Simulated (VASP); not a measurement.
Set up this calculation in VASP 6.6.1, as the native input.

```
Task                   : electric field gradients
Functional             : PBE
Potentials or basis    : VASP PAW PBE potentials, release 64 (Ga_d)
Cutoff                 : 520 eV
k mesh                 : 9 × 9 × 8
Occupations            : fermi-dirac, width 0.05 eV
Spin                   : no spin polarisation
Dipole correction      : no
Further INCAR settings : ALGO = Normal; EDIFF = 1e-08; NBANDS = 34
```

The structure of Ga lies in POSCAR:

```
Ga
1.0
    2.2702865280     -3.8477146450      0.0000000000
    2.2702865280      3.8477146450      0.0000000000
    0.0000000000      0.0000000000      4.5466127923
Ga
4
Direct
    0.1525000000      0.8475000000      0.0785000000
    0.6525000000      0.3475000000      0.4215000000
    0.8475000000      0.1525000000      0.9215000000
    0.3475000000      0.6525000000      0.5785000000
```

One way to write it, as run:

INCAR

```
SYSTEM = Ga
ALGO = Normal
EDIFF = 1E-8
ENCUT = 520
GGA = PE
ISIF = 2
ISMEAR = -1
LASPH = .True.
LCHARG = .False.
LEFG = .True.
LREAL = .False.
LWAVE = .False.
NBANDS = 34
NELM = 80
PREC = Accurate
SIGMA = 0.05
```

KPOINTS

```
k-points
0
Gamma
  9 9 8
  0 0 0
```

Potentials or basis: VASP PAW PBE potentials, release 64 (Ga_d).

Run with:

```sh
$ cat potpaw_PBE.64/Ga_d/POTCAR > POTCAR
$ mpirun -np 1 vasp_std > vasp.out
```

It gave:

| Item | Value |
| --- | --- |
| Pressure | 1.3 GPa |
| Largest force | 0.425 eV/Å |
| Band gap on the k mesh | zero (bands 26 and 27 overlap by 1.26 eV) |
| Largest electric field gradient by atom | Ga -50.5 V/Å² |

Caveat: without QUAD_EFG the Cq values of the log hold for a quadrupole moment of 1 mb, not for the nuclei.

It took 2.1 min on 1 thread of Intel(R) Xeon(R) 6975P-C (Granite Rapids), with other jobs on the host, peak memory 0.37 GiB.
